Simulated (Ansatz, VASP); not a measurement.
## HfO2, level by level in two programs

```
Hf O
1.0
     3.55802    0.00000    0.00000
     0.00000    3.55802    0.00000
     0.00000    0.00000    5.17186
Hf O
2 4
Direct
  0.00000 0.00000 0.00000
  0.50000 0.50000 0.50000
  0.00000 0.50000 0.19721
  0.50000 0.00000 0.30279
  0.50000 0.00000 0.80279
  0.00000 0.50000 0.69721
```

Single points on this cell with VASP 6.6.1 and Ansatz 0.2.0. Each row is one pair of runs. Alike in all rows: spin: off; k mesh: 8 × 8 × 5; VASP's potentials, cutoff: VASP PAW PBE potentials, release 64 (Hf_pv, O), 520 eV; Ansatz's potentials, cutoff: Ansatz PAW, 420 eV.

```tsv
level	smearing	gap on the k mesh at the Fermi level (eV), VASP	gap on the k mesh at the Fermi level (eV), Ansatz	least direct gap on the mesh (eV), VASP	least direct gap on the mesh (eV), Ansatz	pressure (GPa), VASP	pressure (GPa), Ansatz
PBE	gaussian, width 0.015 eV	4.76	4.78	4.83	4.84	6.5	10.0
PBE	gaussian, width 0.02 eV	4.76	4.78	4.83	4.84	6.5	10.0
RPBE	gaussian, width 0.05 eV	4.83	4.86	4.90	4.92	11.6	15.2
```

Gap on the k mesh at the fermi level (eV): the two programs differ by at most 0.031; least direct gap on the mesh (eV): the two programs differ by at most 0.023; pressure (GPa): the two programs differ by at most 3.61.

VASP's potentials hold 44 valence electrons a cell and Ansatz's 76, so a difference there can come from the potentials and not from the codes.

Neither program's run includes spin-orbit coupling. Noted on Ansatz's runs: odd divisions of the mesh miss points on the zone boundary, where band edges often lie, so the gap on the mesh can be too wide.
